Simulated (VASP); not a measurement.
# Al72AgO108 (a cell with a defect): relaxation of the atoms with PBE

System: Al72AgO108 (a cell with a defect).

```xyz
181
Lattice="-7.2118 12.4912 0.0000 -14.4237 0.0000 0.0000 -4.8079 2.7758 8.7484" Properties=species:S:1:pos:R:3 pbc="T T T"
Al   -4.8037    2.7783    4.1199
Al   -2.3972    1.3942    2.4309
Al   -7.2126    4.1394    1.9574
Al   -4.8087    2.7714    0.2531
Al   -7.2087    4.1854    8.4999
Al   -4.8012    2.7824    6.8035
Al   -9.6266    5.5393    6.3302
Al   -7.2137    4.1679    4.6292
Al   -9.6176    2.7756    4.1234
Al   -7.2040    1.3936    2.4136
Al  -12.0203    4.1587    1.9447
Al   -9.6240    2.7241    0.2466
Al  -12.0217    4.1633    8.4904
Al   -9.6287    2.7841    6.7991
Al  -14.4387    5.5355    6.3057
Al  -12.0247    4.1654    4.6246
Al  -14.4239    2.7775    4.1215
Al  -12.0235    1.3915    2.4297
Al  -16.8255    4.1586    1.9406
Al  -14.4208    2.7719    0.2488
Al  -16.8354    4.1602    8.4941
Al  -14.4235    2.7693    6.8004
Al  -19.2397    5.5402    6.3153
Al  -16.8292    4.1563    4.6179
Al   -7.2042    6.9294    4.1554
Al   -4.8046    5.5378    2.4443
Al   -9.5877    8.3574    2.2615
Al   -7.2118    6.9396    0.2464
Al   -9.5853    8.3034    8.5117
Al   -7.2108    6.9306    6.8239
Al  -12.0197    9.7154    6.3149
Al   -9.6174    8.3317    4.7834
Al  -12.0411    6.9384    4.1494
Al   -9.5999    5.5319    2.4767
Al  -14.4414    8.3181    1.9242
Al  -12.0197    6.9396    0.2464
Al  -14.4237    8.3275    8.5020
Al  -12.0311    6.9442    6.8294
Al  -16.8276    9.7154    6.3149
Al  -14.4420    8.3192    4.6043
Al  -16.8357    6.9278    4.1105
Al  -14.4284    5.5433    2.4323
Al  -19.2320    8.3241    1.9403
Al  -16.8351    6.9417    0.2513
Al  -19.2753    8.3050    8.4985
Al  -16.8619    6.9184    6.7864
Al  -21.6172    9.7168    6.3279
Al  -19.2395    8.3174    4.6173
Al   -9.6061   11.1264    4.1451
Al   -7.1897    9.7458    2.4526
Al  -12.0125   12.4957    1.9114
Al   -9.6133   11.1584    0.2456
Al  -11.9562   12.5424    8.4859
Al   -9.6035   11.1093    6.8225
Al  -14.4385   13.9463    6.2912
Al  -11.9971   12.5100    4.5860
Al  -14.4350   11.1032    3.9461
Al  -12.0424    9.7090    2.4314
Al  -16.8357   12.4897    1.9192
Al  -14.4458   11.1153    0.2296
Al  -16.8795   12.5133    8.4885
Al  -14.4237   11.1033    6.8077
Al  -19.2348   13.8809    6.3025
Al  -16.8487   12.5084    4.5889
Al  -19.2331   11.1047    4.1216
Al  -16.8549    9.7091    2.4119
Al  -21.6310   12.5038    1.9433
Al  -19.2057   11.1152    0.2422
Al  -21.6319   12.4879    8.4905
Al  -19.2344   11.1026    6.8015
Al  -24.0319   13.8844    6.3087
Al  -21.6289   12.4972    4.6225
O    -3.8707    1.3863    1.0843
O    -3.1373    2.8840    3.2797
O    -6.4782    2.6572    1.0891
O    -4.0613    4.2649    1.0934
O    -5.5302    1.2805    3.2539
O    -5.7367    4.1548    3.2847
O    -6.2749    2.7919    5.4623
O    -5.5459    4.2708    7.6533
O    -8.8862    4.0490    5.4735
O    -6.4786    5.6636    5.4794
O    -7.9513    2.6883    7.6482
O    -8.1534    5.5527    7.6614
O    -8.6807    1.3752    1.0809
O    -7.9495    2.8776    3.2736
O   -11.2863    2.6621    1.0924
O    -8.8887    4.2480    1.0859
O   -10.3561    1.2776    3.2701
O   -10.5510    4.1642    3.2842
O   -11.0935    2.7797    5.4626
O   -10.3588    4.2774    7.6529
O   -13.6897    4.0536    5.4621
O   -11.2966    5.6714    5.4793
O   -12.7593    2.6652    7.6462
O   -12.9619    5.5542    7.6558
O   -13.4891    1.3886    1.0917
O   -12.7550    2.8925    3.2788
O   -16.0882    2.6658    1.0929
O   -13.6870    4.2740    1.0989
O   -15.1554    1.2788    3.2773
O   -15.3571    4.1617    3.2775
O   -15.8926    2.7736    5.4623
O   -15.1635    4.2525    7.6535
O   -18.4948    4.0465    5.4655
O   -16.1010    5.6531    5.4579
O   -17.5626    2.6596    7.6498
O   -17.7710    5.5392    7.6504
O    -6.2469    5.5023    1.1133
O    -5.5611    7.0482    3.2726
O    -8.8798    6.8264    1.0936
O    -6.4879    8.4517    1.0819
O    -7.9410    5.4033    3.3372
O    -8.1221    8.3816    3.3887
O    -8.6828    6.9320    5.5079
O    -7.9408    8.4360    7.6608
O   -11.3040    8.2240    5.5174
O    -8.8782    9.8419    5.5148
O   -10.3608    6.8266    7.6639
O   -10.5411    9.7030    7.6783
O   -11.0877    5.5517    1.0936
O   -10.3463    7.0472    3.3591
O   -13.7197    6.8137    1.0903
O   -11.2837    8.4407    1.0936
O   -12.7528    5.4465    3.2778
O   -12.9716    8.3298    3.2989
O   -13.5060    6.9547    5.4869
O   -12.7557    8.4407    7.6549
O   -16.0916    8.2143    5.4678
O   -13.6877    9.8286    5.4678
O   -15.1596    6.8264    7.6549
O   -15.3557    9.7154    7.6549
O   -15.9065    5.5457    1.0892
O   -15.1655    7.0444    3.2699
O   -18.5021    6.8211    1.0958
O   -16.1022    8.4382    1.0853
O   -17.5665    5.4299    3.2754
O   -17.7735    8.3194    3.2687
O   -18.3151    6.9236    5.4558
O   -17.6337    8.4002    7.6443
O   -20.8922    8.2088    5.4842
O   -18.5058    9.8258    5.4543
O   -19.9809    6.8068    7.6629
O   -20.1677    9.7179    7.6541
O    -8.6801    9.8075    1.1919
O    -7.9399   11.2287    3.3004
O   -11.2808   10.9753    1.0717
O    -8.8735   12.6249    1.0942
O   -10.3832    9.6117    3.3474
O   -10.5422   12.4896    3.2645
O   -11.0659   11.1143    5.4383
O   -10.3154   12.6190    7.6535
O   -13.7071   12.4612    5.3497
O   -11.2845   13.9914    5.4656
O   -12.7557   10.9901    7.6549
O   -12.9635   13.8884    7.6581
O   -13.5207    9.7268    1.0823
O   -12.7506   11.2218    3.2378
O   -16.1020   10.9893    1.0803
O   -13.6859   12.6025    1.0794
O   -15.1773    9.5900    3.2416
O   -15.3705   12.4975    3.2308
O   -15.8956   11.1033    5.4678
O   -15.1596   12.6044    7.6549
O   -18.4917   12.3772    5.4634
O   -16.1017   14.0057    5.4394
O   -17.5509   10.9742    7.6464
O   -17.7760   13.8905    7.6418
O   -18.3041    9.7125    1.0894
O   -17.5727   11.2169    3.2641
O   -20.8805   11.0025    1.0903
O   -18.4956   12.6112    1.0873
O   -19.9639    9.6011    3.2777
O   -20.1610   12.4935    3.2784
O   -20.6994   11.1034    5.4670
O   -19.9670   12.6022    7.6448
O   -23.2936   12.3862    5.4689
O   -20.8966   13.9957    5.4621
O   -22.3681   10.9893    7.6616
O   -22.5574   13.8804    7.6522
Ag   -9.6210    5.6286   -2.1871
```

```
Program                : VASP 6.6.1
Task                   : relaxation of the atoms
Functional             : PBE
Potentials or basis    : VASP PAW PBE potentials, release 64 (Al, O, Ag)
Cutoff                 : 520 eV
k mesh                 : 1 × 1 × 1
Occupations            : fermi-dirac, width 0.01 eV
Spin                   : no spin polarisation
Dipole correction      : no
Charge                 : 1
Further INCAR settings : LREAL = Auto; ALGO = Normal; EDIFF = 1e-06; IBRION = 2; EDIFFG = -0.02; NSW = 90; NELECT = 874.0
```

```
Energy gained by relaxing    : 43.7 meV/atom
Ionic steps                  : 22
Largest force after relaxing : 0.019 eV/Å
```

The path:
| step | energy change (eV) | largest force (eV/Å) | pressure (GPa) |
| --- | --- | --- | --- |
| 1 | 0.0000 | 11.4386 | 3.34 |
| 2 | -3.2759 | 11.0556 | 2.73 |
| 3 | -6.3578 | 2.2312 | 2.04 |
| 4 | -7.2497 | 2.0024 | 1.65 |
| 5 | -7.3134 | 1.2407 | 1.69 |
| 6 | -7.6831 | 0.4796 | 1.64 |
| 7 | -7.6923 | 0.6356 | 1.64 |
| 8 | -7.8147 | 0.2078 | 1.61 |
| 9 | -7.8164 | 0.2160 | 1.61 |
| 10 | -7.8624 | 0.1620 | 1.60 |
| 11 | -7.8624 | 0.1707 | 1.60 |
| 12 | -7.8807 | 0.0876 | 1.59 |
| 13 | -7.8813 | 0.1109 | 1.58 |
| 14 | -7.8923 | 0.0759 | 1.58 |
| 15 | -7.8926 | 0.0874 | 1.58 |
| 16 | -7.8989 | 0.0534 | 1.57 |
| 17 | -7.8989 | 0.0540 | 1.57 |
| 18 | -7.9018 | 0.0264 | 1.57 |
| 19 | -7.9019 | 0.0319 | 1.57 |
| 20 | -7.9034 | 0.0238 | 1.57 |
| 21 | -7.9034 | 0.0251 | 1.57 |
| 22 | -7.9043 | 0.0193 | 1.57 |

Levels at points of the mesh, in eV from the Fermi level:
```
           k point  band 435  band 436  band 437  band 438  band 439  band 440
(0.00, 0.00, 0.00)     -1.93     -0.34     -0.31      3.62      4.78      5.00
```

It took 60 min on 8 MPI ranks on AMD EPYC 7R43 64-Core Processor (Zen 3) (shared host), peak memory 0.4 GiB a rank.

Caveat: the k points lie up to 0.72 Å⁻¹ apart; the cell carries a net charge on a neutralising background, which shifts energy and pressure; the cell is charged against a uniform background, so pressure and absolute levels hang on convention.
